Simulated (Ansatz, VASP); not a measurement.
# Cs: VASP beside Ansatz

File INCAR:

```
PREC = Accurate ; ENCUT = 520
EDIFF = 1E-8 ; ISMEAR = -1
SIGMA = 0.05 ; LREAL = False
LASPH = True ; NELM = 80
ALGO = Normal ; ISIF = 2
LWAVE = False ; LCHARG = False
GGA = PS ; LEFG = True
NBANDS = 16
```

File KPOINTS:

```
regular mesh
0
Gamma
  7 7 4
```

Contents of POSCAR:

```
Cs
1.0
    5.5663060538      0.0000000000      0.0000000000
   -2.7831530269      4.8205624479      0.0000000000
    0.0000000000      0.0000000000      9.2584789600
Cs
2
Direct
    0.3333333333      0.6666666667      0.2500000000
    0.6666666667      0.3333333333      0.7500000000
```

Input for Ansatz:

```yaml
crystal:
  lattice:
    - [5.5663060538, 0.0, 0.0]
    - [-2.7831530269, 4.8205624479, 0.0]
    - [0.0, 0.0, 9.25847896]
  atoms:
    - { symbol: Cs, position: [0.3333333333, 0.6666666667, 0.25] }
    - { symbol: Cs, position: [0.6666666667, 0.3333333333, 0.75] }
kpoints:
  mp_grid: { grid: [7, 7, 4] }
  band_path:
    path:
      - [0.0, 0.0, 0.0]
      - [0.5, 0.0, 0.0]
      - [0.3333333333, 0.3333333333, 0.0]
      - [0.0, 0.0, 0.0]
      - [0.0, 0.0, 0.5]
      - [0.5, 0.0, 0.5]
      - [0.3333333333, 0.3333333333, 0.5]
      - [0.0, 0.0, 0.5]
      - [0.5, 0.0, 0.5]
    npoints: 5
scf:
  occupations: { method: fermi_dirac, width: 0.05 }
hamiltonian:
  xc: pbesol
  pseudopotentials: { kind: paw }
output:
  forces: true
  stress: true
  eigenvalues: true
  efg: { contact_densities: true }
```

Alike in both runs: task electric field gradients; functional PBEsol; k mesh 7 × 7 × 4; occupations fermi-dirac, width 0.05 eV; no spin polarisation.

|  | VASP | Ansatz |
| --- | --- | --- |
| version | VASP 6.6.1 | Ansatz 0.2.0 |
| potentials or method | VASP PAW PBE potentials, release 64 (Cs_sv) | PAW with Ansatz's default frozen-core files, scalar-relativistic |
| plane-wave cutoff (eV) | 520 | 420 |
| valence electrons in the cell | 18 | 18 |

```tsv
	VASP	Ansatz	Ansatz less VASP
pressure (GPa)	-0.2	-0.2	+0.01
size of Vzz on the site where it differs most (V/Å²)	2.4	2.4	+0.05
```

VASP's potentials were made for PBE, not for PBEsol.

Neither program's run includes spin-orbit coupling.
